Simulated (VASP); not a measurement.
Here is a VASP 6.6.1 calculation.

The input INCAR:

```
ALGO = Normal
EDIFF = 1E-6
EDIFFG = -0.01
ENCUT = 600
GGA = PS
IBRION = 2
ISIF = 4
ISMEAR = 0
LASPH = T
LCHARG = F
LREAL = F
LWAVE = F
NELM = 60
NSW = 50
PREC = Accurate
SIGMA = 0.1
```

KPOINTS

```
k-points
0
Gamma
  18 18 8
```

The input POSCAR:

```
Ta2C
1.0
    2.9640548815      0.0000000000      0.0000000000
   -1.4820274408      2.5669468256      0.0000000000
    0.0000000000      0.0000000000      4.7225474870
Ta C
2 1
Direct
    0.3333333333      0.6666666667      0.2576631488
    0.6666666667      0.3333333333      0.7423368512
    0.0000000000      0.0000000000      0.0000000000
```

Potentials or basis: VASP PAW PBE potentials, release 64 (Ta_pv, C).

Command:

```sh
$ cat potpaw_PBE.64/Ta_pv/POTCAR potpaw_PBE.64/C/POTCAR > POTCAR
$ mpirun -np 1 vasp_std > vasp.out
```

(1) Estimate the band gap on the k mesh.

Results:

(1) zero (band 13 reaches 8.18 eV, above the bottom of band 14 at 7.25 eV).

Caveat: spin-orbit coupling is left out, which moves the levels of the heavy elements.
